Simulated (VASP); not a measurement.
Input of a VASP 6.6.1 run:

INCAR

```
SYSTEM = Nb
PREC = Accurate
ENCUT = 520
EDIFF = 1E-6
ISMEAR = -1
SIGMA = 0.05
LREAL = .FALSE.
LASPH = .TRUE.
NELM = 60
ALGO = Normal
ISIF = 2
LWAVE = .FALSE.
LCHARG = .FALSE.
GGA = PS
NBANDS = 12
```

KPOINTS

```
Automatic mesh
0
G
  6 6 6
  0 0 0
```

File POSCAR:

```
Nb
1.0
    0.0189700000      2.0869900000      2.1152400000
    2.1156000000     -0.0088600000      2.1430800000
    2.1207300000      2.1199500000     -0.0139900000
Nb
1
Direct
    0.0000000000      0.0000000000      0.0000000000
```

Potentials or basis: VASP PAW PBE potentials, release 64 (Nb_sv).

Command:

```bash
$ cat potpaw_PBE.64/Nb_sv/POTCAR > POTCAR
$ mpirun -np 1 vasp_std > vasp.out
```

Predict the pressure.

-7.4 GPa.

Stress tensor (GPa, compression positive):
```
-8.55  0.67  0.14
 0.67 -8.75 -0.91
 0.14 -0.91 -4.88
```

Caveat: the k points lie up to 0.43 Å⁻¹ apart; the PAW data sets were made with another functional, which shifts forces and pressure a little.
